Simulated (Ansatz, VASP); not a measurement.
## Ag in VASP and in Ansatz

Contents of POSCAR:

```
Ag
1.0
    2.9685570532      0.0000000000      0.0000000000
   -1.4842785266      2.5708458207      0.0000000000
    0.0000000000      0.0000000000      4.8530335443
Ag
2
Direct
    0.6666666667      0.3333333333      0.7500000000
    0.3333333333      0.6666666667      0.2500000000
```

INCAR.step1

```
  PREC = Accurate
  ENCUT = 520
  ISMEAR = -1
  SIGMA = 0.05
  LREAL = False
  LASPH = True
  NELM = 80
  NBANDS = 18
  GGA = PE
  ALGO = Normal
  EDIFF = 1E-4
  LWAVE = True
  LCHARG = False
```

File INCAR.step2:

```
  PREC = Accurate
  ENCUT = 520
  EDIFF = 1E-6
  ISMEAR = -1
  SIGMA = 0.05
  LREAL = False
  LASPH = True
  NELM = 80
  ALGO = Normal
  ISIF = 2
  LWAVE = False
  LCHARG = True
  METAGGA = R2SCAN
  LMIXTAU = True
  LELF = True
  LVHAR = True
  NBANDS = 18
  ISTART = 1
```

Contents of KPOINTS:

```
regular mesh
0
Gamma
  10 10 6
```

Contents of input.yaml:

```yaml
crystal:
  lattice:
    - [2.9685570532, 0.0, 0.0]
    - [-1.4842785266, 2.5708458207, 0.0]
    - [0.0, 0.0, 4.8530335443]
  atoms:
    - { symbol: Ag, position: [0.6666666667, 0.3333333333, 0.75] }
    - { symbol: Ag, position: [0.3333333333, 0.6666666667, 0.25] }
hamiltonian:
  xc: r2scan
  pseudopotentials: { kind: paw }
kpoints:
  mp_grid: { grid: [10, 10, 6] }
scf:
  occupations: { method: fermi_dirac, width: 0.05 }
output:
  forces: true
  stress: true
  eigenvalues: true
  write_density: true
  write_potential: true
  elf: true
  volumetric_format: npy
```

Alike in both runs: task single point; functional r2SCAN; k mesh 10 × 10 × 6; occupations fermi-dirac, width 0.05 eV; no spin polarisation.

```csv
,VASP,Ansatz
version,VASP 6.6.1,Ansatz 0.2.0
potentials or method,"VASP PAW PBE potentials, release 64 (Ag)",Ansatz PAW
plane-wave cutoff (eV),520,500
valence electrons in the cell,22,38
```

```tsv
	VASP	Ansatz	Ansatz less VASP
gap on the k mesh at the Fermi level (eV)	none	none	-
pressure (GPa)	-5.4	-5.5	-0.06
traceless stress, the component that is largest in VASP (GPa)	-0.50	-0.51	-0.011
```

VASP's potentials were made for PBE, not for r2SCAN. A gap of «none» marks a metal or a gap that the smearing closes. With one functional, cell and mesh, what is left measures potentials, basis and numerics. VASP's potentials hold 22 valence electrons a cell and Ansatz's 38, so a difference there can come from the potentials and not from the codes.
